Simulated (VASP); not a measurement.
Cs4ScPb3Br12 (a cell with a defect): single point with PBEsol

System: Cs4ScPb3Br12 (a cell with a defect).

```xyz
40
Lattice="11.7633 0.0000 0.0000 0.0000 11.7633 0.0000 0.0000 0.0000 11.7633" Properties=species:S:1:pos:R:3 pbc="T T T"
Cs   11.6841    0.7426    0.1246
Cs   11.7222   11.3381    5.5845
Cs   11.7362    6.0559   11.6599
Cs    0.3559    5.4786    5.9783
Cs    6.1019   11.6413   11.6717
Cs    5.5420    0.0039    5.5437
Cs    5.9160    5.8796   11.1467
Cs    5.8116    6.6636    5.9048
Sc    2.9919    3.0225    2.5078
Sc    3.0051    2.8169    8.9218
Pb    2.9328    8.7216    2.8579
Pb    2.8974    8.9732    8.8339
Pb    8.9351    3.0577    2.9353
Pb    8.9630    2.9289    8.7696
Pb    8.8012    8.8050    2.9064
Pb    8.8552    8.8309    8.7777
Br    2.9518    3.5224   11.7291
Br    2.6755    2.1831    6.4619
Br    3.0013    8.1115   11.6954
Br    3.0157    9.0574    5.8544
Br    8.9036    3.4001   11.7353
Br    9.4542    2.5884    5.8484
Br    8.7555    8.2969   11.7183
Br    8.5417    9.3492    5.8539
Br    0.2163    3.4675    2.6568
Br    0.2367    3.2267    9.1857
Br   11.7365    8.3935    3.1521
Br   11.7628    8.3839    8.5469
Br    5.5690    2.4679    2.6749
Br    5.6695    2.6128    9.0378
Br    5.8540    9.2968    2.8597
Br    5.8636    9.0278    8.8723
Br    2.4233    0.5457    2.9384
Br    2.7745    0.3294    9.7838
Br    3.2220    5.2902    3.6583
Br    3.2116    5.4049    8.4562
Br    9.0890    0.0721    2.6079
Br    9.0926    0.0096    9.3635
Br    8.3279    5.8953    3.4134
Br    8.4647    5.8404    8.3860
```

```
Program             : VASP 6.6.1
Task                : single point
Functional          : PBEsol
Potentials or basis : VASP PAW PBE potentials, release 64 (Cs_sv, Sc_sv, Pb_d, Br)
Cutoff              : 400 eV
k mesh              : 1 × 1 × 1, shifted
Occupations         : fermi-dirac, width 0.05 eV
Spin                : no spin polarisation
```

```
Pressure      : -0.8 GPa
Largest force : 0.062 eV/Å
```

Forces on the atoms (eV/Å):
```
Cs  -0.022  0.000  0.008
Cs  -0.005  0.014  0.004
Cs  -0.008 -0.013 -0.003
Cs  -0.012 -0.010  0.003
Cs   0.011  0.016 -0.003
Cs   0.009  0.019  0.008
Cs   0.016 -0.020 -0.002
Cs   0.004 -0.014  0.008
Sc  -0.018 -0.011  0.004
Sc  -0.041  0.029 -0.001
Pb  -0.009  0.009 -0.001
Pb  -0.012  0.025  0.009
Pb  -0.036 -0.029  0.008
Pb  -0.051 -0.011 -0.026
Pb  -0.004 -0.003  0.000
Pb  -0.015 -0.004  0.004
Br   0.009  0.002 -0.003
Br   0.009 -0.017 -0.039
Br  -0.013 -0.010  0.005
Br  -0.007 -0.002  0.007
Br   0.007  0.001  0.016
Br   0.004  0.009 -0.002
Br   0.004  0.008  0.011
Br  -0.001  0.004 -0.005
Br   0.048 -0.004 -0.023
Br   0.059  0.004  0.010
Br   0.018 -0.012 -0.003
Br   0.016 -0.020  0.000
Br  -0.022  0.016  0.007
Br  -0.020  0.004  0.023
Br  -0.011 -0.013 -0.004
Br  -0.020 -0.008 -0.006
Br  -0.005 -0.034 -0.005
Br   0.022 -0.054  0.005
Br   0.025  0.044  0.014
Br   0.031  0.053  0.004
Br   0.008 -0.025 -0.005
Br   0.021 -0.030 -0.006
Br   0.006  0.032 -0.020
Br   0.009  0.053 -0.003
```

Stress tensor (GPa, compression positive):
```
-0.95  0.04 -0.07
 0.04 -0.78  0.06
-0.07  0.06 -0.78
```

Levels at points of the mesh, in eV from the Fermi level:
| k point | band 170 | band 171 | band 172 | band 173 | band 174 | band 175 | band 176 | band 177 |
| --- | --- | --- | --- | --- | --- | --- | --- | --- |
| (0.25, 0.25, 0.25) | -3.22 | -3.20 | -2.90 | -0.06 | 0.07 | 0.22 | 0.25 | 0.34 |

Run time: 6 min on 1 thread of AMD EPYC 9R45 96-Core Processor (Zen 5), with other jobs on the host, peak memory 1 GiB.

Caveat: the PAW data sets were made with another functional, which shifts forces and pressure a little; spin-orbit coupling is left out, which moves the levels of the heavy elements.
